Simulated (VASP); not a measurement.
A run of VASP 6.6.1:

The input INCAR:

```
PREC     = Accurate       # precision mode
ENCUT    = 600            # plane-wave cutoff, eV
EDIFF    = 1E-7           # SCF threshold, eV
ISMEAR   = 0              # smearing method
SIGMA    = 0.1            # smearing width, eV
LREAL    = F              # projectors in reciprocal space
LASPH    = T              # aspherical terms in the spheres
NELM     = 100            # most SCF steps
ALGO     = Normal         # electronic algorithm
ISIF     = 3              # what is computed and relaxed
LWAVE    = F              # write WAVECAR
LCHARG   = F              # write CHGCAR
IBRION   = 2              # ionic algorithm
NSW      = 100            # ionic steps
EDIFFG   = -0.002         # ionic threshold
PSTRESS  = 200.0
```

Contents of KPOINTS:

```
Automatic mesh
0
Gamma
  12 12 12
```

POSCAR

```
LaP
1.0
    3.6371784700      0.0000000000      0.0000000000
    0.0000000000      3.6371784700      0.0000000000
    0.0000000000      0.0000000000      3.6371784700
La P
1 1
Direct
    0.0000000000      0.0000000000      0.0000000000
    0.5000000000      0.5000000000      0.5000000000
```

Potentials or basis: VASP PAW LDA potentials, release 64 (La, P).

The run is started by

```bash
$ cat potpaw_LDA.64/La/POTCAR potpaw_LDA.64/P/POTCAR > POTCAR
$ mpirun -np 1 vasp_std > vasp.out
```

Hardware: 1 thread of AMD EPYC 7571 (shared host).

Problem. How long does it take, and how much memory?

Solution. Run time: 12 min on 1 thread of AMD EPYC 7571, with other jobs on the host, peak memory 0.21 GiB. Counts: scf iterations 60, k points 84, ion steps 5.
